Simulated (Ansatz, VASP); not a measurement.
# Two plane-wave programs on Re

```
CELL_PARAMETERS angstrom
2.72349 0.00000 0.00000
-1.36174 2.35861 0.00000
0.00000 0.00000 4.39795
ATOMIC_POSITIONS crystal
Re 0.66667 0.33333 0.75000
Re 0.33333 0.66667 0.25000
```

Alike in both runs: task single point; functional LDA; k mesh 11 × 11 × 6; occupations fermi-dirac, width 0.05 eV; no spin polarisation.

```csv
,VASP,Ansatz
version,VASP 6.6.1,Ansatz 0.2.0
potentials or method,"VASP PAW LDA potentials, release 64 (Re_sv_GW)",Ansatz PAW
plane-wave cutoff (eV),560,420
valence electrons in the cell,30,30
```

```csv
,VASP,Ansatz,Ansatz less VASP
gap on the k mesh at the Fermi level (eV),none,none,-
pressure (GPa),5.9,5.9,+0.03
"traceless stress, the component that is largest in VASP (GPa)",-0.22,-0.18,+0.039
```

LDA's correlation is that of Perdew and Zunger in VASP and of Perdew and Wang (1992) in Ansatz. A gap of «none» marks a metal or a gap that the smearing closes.

Spin-orbit coupling is off throughout.
